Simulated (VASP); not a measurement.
Runs of VASP 6.6.1 on HgPd. The structure is that of space group P4/mmm (No. 123), or close to it. The cells are those of the table. 

| cell | gap on the mesh (eV) | pressure (GPa) |
| --- | --- | --- |
| a = 3.030, b = 2.939, c = 3.692 Å, 2 atoms | none | (a) |
| a = 3.030, b = 3.075, c = 3.692 Å, 2 atoms | none | -5.1 |
| a = 3.030, b = 3.166, c = 3.692 Å, 2 atoms | none | -8.6 |
| a = 3.030, b = 2.848, c = 3.692 Å, 2 atoms | none | 8.1 |

Alike in all rows: task single point; level LDA; potentials or basis VASP PAW LDA potentials, release 64 (Hg, Pd); no spin polarisation; k mesh 16 × 16 × 14; cutoff (eV) 520; smearing gaussian 0.15 eV.

Problem. Estimate the missing entries.

Solution. (a) 1.9.

Caveats: spin-orbit coupling is left out, which moves the levels of the heavy elements.

A k mesh can miss the band edges, and the runs leave out spin-orbit coupling on Hg, Pd.

A gap of «none» marks levels without a gap at the run's occupations.
